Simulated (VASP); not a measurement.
# SiO2 (Ia-3) in VASP: electric field gradients with LDA

Aim: the electric field gradients of SiO2 with LDA.

Program: VASP 6.6.1. These are calculated values, not measurements. Logs are shortened: lines on timing, memory, paths and dates and some standing lists are left out, and cuts for length are marked.

## 1. The cell of the first run

It takes space group Ia-3 (No. 206, cubic). The conventional cell has a = 8.447 Å, b = 8.447 Å, c = 8.447 Å, α = 90.00°, β = 90.00°, γ = 90.00°. Si (site symmetry 3) has 4 O at 1.59 to 1.62 Å within 2.1 Å. O (site symmetry 2) has 2 Si at 1.62 Å within 2.2 Å. Within 2.1 Å of O (site symmetry -3) lie 2 Si at 1.59 Å.

## 2. Electric field gradients, LDA

INCAR reads:

```
PREC = Accurate
ENCUT = 520
EDIFF = 1E-8
ISMEAR = -1
SIGMA = 0.02
LREAL = Auto
LASPH = T
NELM = 100
ALGO = Normal
ISIF = 2
LWAVE = F
LCHARG = F
LEFG = T
NBANDS = 82
```

KPOINTS reads:

```
Automatic mesh
0
Gamma
  4 4 4
```

POSCAR reads:

```
SiO2
1.0
   -4.2235302601      4.2235302601      4.2235302601
    4.2235302601     -4.2235302601      4.2235302601
    4.2235302601      4.2235302601     -4.2235302601
Si O
8 16
Direct
    0.5000000000      0.0000000000      0.7824953700
    0.2824953700      0.2824953700      0.2824953700
    0.5000000000      0.0000000000      0.2175046300
    0.7175046300      0.7175046300      0.7175046300
    0.7824953700      0.5000000000      0.0000000000
    0.0000000000      0.2175046300      0.5000000000
    0.2175046300      0.5000000000      0.0000000000
    0.0000000000      0.7824953700      0.5000000000
    0.6802250600      0.9302250600      0.7500000000
    0.7500000000      0.6802250600      0.9302250600
    0.8197749400      0.5697749400      0.2500000000
    0.7500000000      0.1802250600      0.4302250600
    0.0697749400      0.2500000000      0.3197749400
    0.5000000000      0.0000000000      0.0000000000
    0.2500000000      0.8197749400      0.5697749400
    0.4302250600      0.7500000000      0.1802250600
    0.3197749400      0.0697749400      0.2500000000
    0.1802250600      0.4302250600      0.7500000000
    0.9302250600      0.7500000000      0.6802250600
    0.5000000000      0.5000000000      0.5000000000
    0.2500000000      0.3197749400      0.0697749400
    0.0000000000      0.5000000000      0.0000000000
    0.0000000000      0.0000000000      0.5000000000
    0.5697749400      0.2500000000      0.8197749400
```

Potentials or basis: VASP PAW LDA potentials, release 64 (Si, O).

On the command line:

```console
$ cat potpaw_LDA.64/Si/POTCAR potpaw_LDA.64/O/POTCAR > POTCAR
$ mpirun -np 1 vasp_std > vasp.out
```

OUTCAR:

```text
PREC = Accurate
   ENCUT = 520
   EDIFF = 1E-8
   ISMEAR = -1
   LREAL = Auto
   LASPH = T
   NELM = 100
   ISIF = 2

 ion  position               nearest neighbor table
   1  0.500  0.000  0.782-  14 1.59   9 1.62  15 1.62  24 1.62   4 3.01   5 3.01   8 3.01
   2  0.282  0.282  0.282-  20 1.59  17 1.62  21 1.62  13 1.62   6 3.01   7 3.01   3 3.01
   3  0.500  0.000  0.218-  14 1.59  12 1.62  16 1.62  17 1.62   2 3.01   6 3.01   7 3.01
   4  0.718  0.718  0.718-  20 1.59  10 1.62   9 1.62  19 1.62   5 3.01   8 3.01   1 3.01
   5  0.782  0.500  0.000-  22 1.59  11 1.62  10 1.62  24 1.62   4 3.01   8 3.01   1 3.01
   6  0.000  0.218  0.500-  23 1.59  13 1.62  18 1.62  12 1.62   2 3.01   7 3.01   3 3.01
   7  0.218  0.500  0.000-  22 1.59  21 1.62  18 1.62  16 1.62   2 3.01   3 3.01   6 3.01
   8  0.000  0.782  0.500-  23 1.59  15 1.62  19 1.62  11 1.62   1 3.01   4 3.01   5 3.01
   9  0.680  0.930  0.750-   1 1.62   4 1.62
  10  0.750  0.680  0.930-   4 1.62   5 1.62
  11  0.820  0.570  0.250-   5 1.62   8 1.62
  12  0.750  0.180  0.430-   3 1.62   6 1.62
  13  0.070  0.250  0.320-   6 1.62   2 1.62
  14  0.500  0.000  0.000-   1 1.59   3 1.59
[... 8 lines left out ...]
  23  0.000  0.000  0.500-   6 1.59   8 1.59
  24  0.570  0.250  0.820-   1 1.62   5 1.62

  LATTYP: Found a body centered cubic cell.
 ALAT       =     8.4470605202

  Lattice vectors:

 A1 = (  -4.2235302601,   4.2235302601,   4.2235302601)
 A2 = (   4.2235302601,  -4.2235302601,   4.2235302601)
 A3 = (   4.2235302601,   4.2235302601,  -4.2235302601)

Analysis of symmetry for initial positions (statically):
=====================================================================
 Subroutine PRICEL returns:
 Original cell was already a primitive cell.

 Routine SETGRP: Setting up the symmetry group for a
 body centered cubic supercell.

 Subroutine GETGRP returns: Found 24 space group operations
 (whereof  6 operations were pure point group operations)
 out of a pool of 48 trial point group operations.

The static configuration has the point symmetry S_6 .
 The point group associated with its full space group is T_h .

Analysis of symmetry for dynamics (positions and initial velocities):
=====================================================================
 Subroutine PRICEL returns:
 Original cell was already a primitive cell.

 Routine SETGRP: Setting up the symmetry group for a
 body centered cubic supercell.

 Subroutine GETGRP returns: Found 24 space group operations
 (whereof  6 operations were pure point group operations)
 out of a pool of 48 trial point group operations.

The dynamic configuration has the point symmetry S_6 .
 The point group associated with its full space group is T_h .

 Subroutine INISYM returns: Found 24 space group operations
 (whereof  6 operations are pure point group operations),
 and found     1 'primitive' translations

----------------------------------------------------------------------------------------

                                     Primitive cell

  volume of cell :     301.3608

  direct lattice vectors                    reciprocal lattice vectors
    -4.223530260  4.223530260  4.223530260     0.000000000  0.118384377  0.118384377
     4.223530260 -4.223530260  4.223530260     0.118384377  0.000000000  0.118384377
     4.223530260  4.223530260 -4.223530260     0.118384377  0.118384377  0.000000000

  length of vectors
     7.315368998  7.315368998  7.315368998     0.167420792  0.167420792  0.167420792

  position of ions in fractional coordinates (direct lattice)
     0.500000000  0.000000000  0.782495370
     0.282495370  0.282495370  0.282495370
     0.500000000  0.000000000  0.217504630
     0.717504630  0.717504630  0.717504630
     0.782495370  0.500000000  0.000000000
     0.000000000  0.217504630  0.500000000
[... 16 lines left out ...]
     0.000000000  0.000000000  0.500000000
     0.569774940  0.250000000  0.819774940

  ion indices of the primitive-cell ions
   primitive index   ion index
                 1           1
                 2           2
                 3           3
                 4           4
                 5           5
                 6           6
[... 80 lines left out ...]
   ISYM   =      2    0-nonsym 1-usesym 2-fastsym
   POTIM  = 0.5000    time-step for ionic-motion
   TEBEG  =    0.0;   TEEND  =   0.0 temperature during run
   PSTRESS=    0.0 pullay stress
   NELECT =     128.0000    total number of electrons
   NUPDOWN=      -1.0000    fix difference up-down
   EMIN   =  10.00;   EMAX   =-10.00  energy-range for DOS
   EFERMI =   0.00;   METHOD = LEGACY
   ISMEAR =    -1;   SIGMA  =   0.02  broadening in eV -4-tet -1-fermi 0-gaus
   EFERMI_NEDOS =   21; number of points for ismear=-14 and -15
   IALGO  =     38    algorithm
   IMIX   =      4    mixing-type and parameters
     AMIX     =   0.40;   BMIX     =  1.00
     AMIX_MAG =   1.60;   BMIX_MAG =  1.00
  volume/ion in A,a.u.               =      12.56        84.74
  Fermi-wavevector in a.u.,A,eV,Ry     =   1.230597  2.325491 20.604243  1.514369
  Thomas-Fermi vector in A             =   2.365439
   LORBIT       =      0    0 simple, 1 ext, 2 COOP (PROOUT), +10 PAW based schemes
   GGA     = CA    functional components
   LHFCALC =     F    Hartree Fock is set to
   AEXX    =    0.0000 exact exchange contribution
   IVDW    =     0    specifies the selected vdW correction
   LEPSILON=     F    determine dielectric tensor
   LRPA    =     F    only Hartree local field effects (RPA)
 non-spin polarized calculation
  energy-cutoff  :      520.00
  volume of cell :      301.36
 maximum number of plane-waves:      8151
   NGX = 27   NGY = 27   NGZ = 27

 number of electron     128.0000009 magnetization

 Free energy of the ion-electron system (eV)
  ---------------------------------------------------
  ext. energy  EPLUGINS =         0.00000000
  ---------------------------------------------------
  free energy    TOTEN  =      -207.27314124 eV

  energy without entropy =     -207.27314124  energy(sigma->0) =     -207.27314124

 E-fermi :   1.2445     XC(G=0):  -9.8277

 val. band max:        0.7533173708   @ k =   0.5000   0.5000   0.5000
 cond. band min:       6.4442624555   @ k =   0.0000   0.0000   0.0000
 fundamental gap:      5.6909450847
 Fermi energy:         1.2445303299

 k-point     1 :       0.0000    0.0000    0.0000
  band No.  band energies     occupation
      1     -18.3061      2.00000
      2     -17.6810      2.00000
      3     -17.2850      2.00000
      4     -17.2850      2.00000
      5     -17.2850      2.00000
      6     -16.7633      2.00000
[... 621 lines left out ...]
     75      10.7052      0.00000
     76      10.7052      0.00000
 [bands above 76 left out]

------------------------ aborting loop because EDIFF is reached ----------------------------------------

  FORCE on cell =-STRESS in cart. coord.  units (eV):
  Direction    XX          YY          ZZ          XY          YZ          ZX
  --------------------------------------------------------------------------------------
  -------------------------------------------------------------------------------------
  Total       -2.5156922     -2.5156922     -2.5156922      0.0000000      0.0000000      0.0000000
  in kB      -13.3746142    -13.3746142    -13.3746142      0.0000000      0.0000000      0.0000000
  external PRESSURE =     -13.3746142 kB  Pullay stress =       0.0000000 kB

 VOLUME and BASIS-vectors are now :
 -----------------------------------------------------------------------------
  energy-cutoff  :      520.00
  volume of cell :      301.36
      direct lattice vectors                 reciprocal lattice vectors
    -4.223530260  4.223530260  4.223530260     0.000000000  0.118384377  0.118384377
     4.223530260 -4.223530260  4.223530260     0.118384377  0.000000000  0.118384377
     4.223530260  4.223530260 -4.223530260     0.118384377  0.118384377  0.000000000

 POSITION                                       TOTAL-FORCE (eV/Angst)
 -----------------------------------------------------------------------------------
      1.19313      5.41666     -1.19313        -0.012498     -0.012498      0.012498
      1.19313      1.19313      1.19313        -0.012498     -0.012498     -0.012498
     -1.19313      3.03040      1.19313         0.012498      0.012498     -0.012498
      3.03040      3.03040      3.03040         0.012498      0.012498      0.012498
     -1.19313      1.19313      5.41666         0.012498     -0.012498     -0.012498
      3.03040      1.19313     -1.19313         0.012498     -0.012498      0.012498
[... 16 lines left out ...]
      2.11177      2.11177     -2.11177         0.000000      0.000000      0.000000
      2.11177      4.81292      0.00000         0.000000      0.057477      0.000000
 -----------------------------------------------------------------------------------
    total drift:                               -0.000000     -0.000000     -0.000000

  FREE ENERGIE OF THE ION-ELECTRON SYSTEM (eV)
  ---------------------------------------------------
  free  energy   TOTEN  =      -207.2731412403 eV

  energy  without entropy=     -207.2731412402  energy(sigma->0) =     -207.27314124

 Electric field gradients (V/A^2)
---------------------------------------------------------------------
 ion       V_xx      V_yy      V_zz      V_xy      V_xz      V_yz
---------------------------------------------------------------------
   1       0.000    -0.000    -0.000     2.625    -2.624    -2.625
   2      -0.000     0.000     0.000     2.625     2.625     2.625
   3       0.000    -0.000    -0.000     2.625    -2.624    -2.625
   4      -0.000     0.000     0.000     2.625     2.625     2.625
   5      -0.000     0.000    -0.000    -2.624    -2.625     2.625
   6      -0.000    -0.000     0.000    -2.625     2.625    -2.624
[... 16 lines left out ...]
  23       0.000    -0.000     0.000   -44.119    44.105   -44.119
  24       5.346   -29.430    24.084     0.001    70.151     0.001
---------------------------------------------------------------------

 Electric field gradients after diagonalization (V/A^2)
 (convention: |V_zz| > |V_xx| > |V_yy|)
----------------------------------------------------------------------
 ion       V_xx      V_yy      V_zz     asymmetry (V_yy - V_xx)/ V_zz
----------------------------------------------------------------------
   1      -2.625    -2.624     5.249       0.000
   2      -2.625    -2.625     5.249       0.000
   3      -2.625    -2.624     5.249       0.000
   4      -2.625    -2.625     5.249       0.000
   5      -2.625    -2.624     5.249       0.000
   6      -2.625    -2.624     5.249       0.000
[... 16 lines left out ...]
  23     -44.123   -44.105    88.228       0.000
  24     -56.058   -29.430    85.489       0.311
----------------------------------------------------------------------

           NMR quadrupolar parameters

 Cq : quadrupolar parameter    Cq=e*Q*V_zz/h
 eta: asymmetry parameters     (V_yy - V_xx)/ V_zz
 Q  : nuclear electric quadrupole moment in mb (millibarn)
----------------------------------------------------------------------
 ion       Cq(MHz)       eta       Q (mb)
----------------------------------------------------------------------
   1       0.013       0.000       1.000
   2       0.013       0.000       1.000
   3       0.013       0.000       1.000
   4       0.013       0.000       1.000
   5       0.013       0.000       1.000
   6       0.013       0.000       1.000
[... 16 lines left out ...]
  23       0.213       0.000       1.000
  24       0.207       0.311       1.000
----------------------------------------------------------------------
```

It took 9.3 min on 1 thread of Intel Xeon 8259CL, shared host; peak memory 0.37 GiB.

What came out:

```yaml
Free_energy: -207.2731 eV
Pressure: -1.3 GPa
Largest_force: 0.057 eV/Å
Band_gap_on_the_k_mesh: 5.69 eV (least direct gap 5.76 eV)
Largest_electric_field_gradient_by_atom: Si +5.2; O +85.5, +88.2 (each value once) V/Å²
```

Forces in eV/Å, atoms in the order of the input:
```
Si  -0.012 -0.012  0.012
Si  -0.012 -0.012 -0.012
Si   0.012  0.012 -0.012
Si   0.012  0.012  0.012
Si   0.012 -0.012 -0.012
Si   0.012 -0.012  0.012
Si  -0.012  0.012  0.012
Si  -0.012  0.012 -0.012
O    0.000  0.000 -0.057
O   -0.057  0.000  0.000
O    0.000  0.000  0.057
O   -0.057  0.000  0.000
O    0.000  0.057  0.000
O    0.000  0.000  0.000
O    0.057  0.000  0.000
O    0.000 -0.057  0.000
O    0.000  0.000  0.057
O    0.000  0.000 -0.057
O    0.000 -0.057  0.000
O    0.000  0.000  0.000
O    0.057  0.000  0.000
O    0.000  0.000  0.000
O    0.000  0.000  0.000
O    0.000  0.057  0.000
```

Electric field gradients, principal values (V/Å²):
```
atom    least   middle  greatest (by size)
1 Si   -2.624   -2.625               5.249
2 Si   -2.625   -2.625               5.249
3 Si   -2.624   -2.625               5.249
4 Si   -2.625   -2.625               5.249
5 Si   -2.624   -2.625               5.249
6 Si   -2.624   -2.625               5.249
7 Si   -2.624   -2.625               5.249
8 Si   -2.624   -2.625               5.249
 9 O  -29.430  -56.062              85.493
10 O  -29.430  -56.062              85.493
11 O  -29.430  -56.058              85.489
12 O  -29.430  -56.058              85.489
13 O  -29.430  -56.062              85.493
14 O  -44.105  -44.123              88.228
15 O  -29.430  -56.058              85.489
16 O  -29.430  -56.058              85.489
17 O  -29.430  -56.062              85.493
18 O  -29.430  -56.058              85.489
19 O  -29.430  -56.062              85.493
20 O  -44.105  -44.105              88.210
21 O  -29.430  -56.062              85.493
22 O  -44.105  -44.123              88.228
23 O  -44.105  -44.123              88.228
24 O  -29.430  -56.058              85.489
```

Caveat: without QUAD_EFG the Cq values of the log hold for a quadrupole moment of 1 mb, not for the nuclei.
